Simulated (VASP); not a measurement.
Wanted: the native input for a VASP 6.6.1 run.

```yaml
Task: single point
Functional: r2SCAN
Potentials_or_basis: VASP PAW PBE potentials, release 64 (Li_sv, F)
Cutoff: 520 eV
k_mesh: 9 × 9 × 4
Occupations: gaussian, width 0.01 eV
Spin: no spin polarisation
Dipole_correction: no
Further_INCAR_settings: ALGO = Normal; EDIFF = 1e-06; NBANDS = 18
```

Crystal: LiF.

```xyz
4
Lattice="3.0811 0.0000 0.0000 -1.5405 2.6683 0.0000 0.0000 0.0000 4.7852" Properties=species:S:1:pos:R:3 pbc="T T T"
Li    0.0000    1.7788    1.8301
Li    1.5405    0.8894    4.2227
F     0.0000    1.7788    4.7496
F     1.5405    0.8894    2.3570
```

These files were run (other wordings do the same):

POSCAR

```
LiF
1.0
    3.0810519475      0.0000000000      0.0000000000
   -1.5405259738      2.6682692570      0.0000000000
    0.0000000000      0.0000000000      4.7852337722
Li F
2 2
Direct
    0.3333333333      0.6666666667      0.3824388604
    0.6666666667      0.3333333333      0.8824388604
    0.3333333333      0.6666666667      0.9925591396
    0.6666666667      0.3333333333      0.4925591396
```

INCAR.step1

```
SYSTEM = LiF
PREC = Accurate
ENCUT = 520
ISMEAR = 0
SIGMA = 0.01
LREAL = .False.
LASPH = .True.
NELM = 80
NBANDS = 18
GGA = PE
ALGO = Normal
EDIFF = 1E-4
LWAVE = .True.
LCHARG = .False.
```

INCAR.step2

```
SYSTEM = LiF
PREC = Accurate
ENCUT = 520
EDIFF = 1E-6
ISMEAR = 0
SIGMA = 0.01
LREAL = .False.
LASPH = .True.
NELM = 80
ALGO = Normal
ISIF = 2
LWAVE = .False.
LCHARG = .False.
METAGGA = R2SCAN
LMIXTAU = .True.
NBANDS = 18
ISTART = 1
```

KPOINTS

```
Automatic mesh
0
Gamma
  9 9 4
  0 0 0
```

Potentials or basis: VASP PAW PBE potentials, release 64 (Li_sv, F).

Launch:

```bash
$ cat potpaw_PBE.64/Li_sv/POTCAR potpaw_PBE.64/F/POTCAR > POTCAR
$ cp INCAR.step1 INCAR
$ mpirun -np 1 vasp_std > vasp.out
$ cp INCAR.step2 INCAR
$ mpirun -np 1 vasp_std > vasp.out
```

Results of the run:

| Property | Result |
| --- | --- |
| Largest force | 0.003 eV/Å |
| Band gap on the k mesh | 8.68 eV, direct |

Caveat: the PAW data sets were made with another functional, which shifts forces and pressure a little.

Run time: 2.9 min on 1 thread of Intel Xeon 8259CL, on a shared host, peak memory 0.16 GiB.
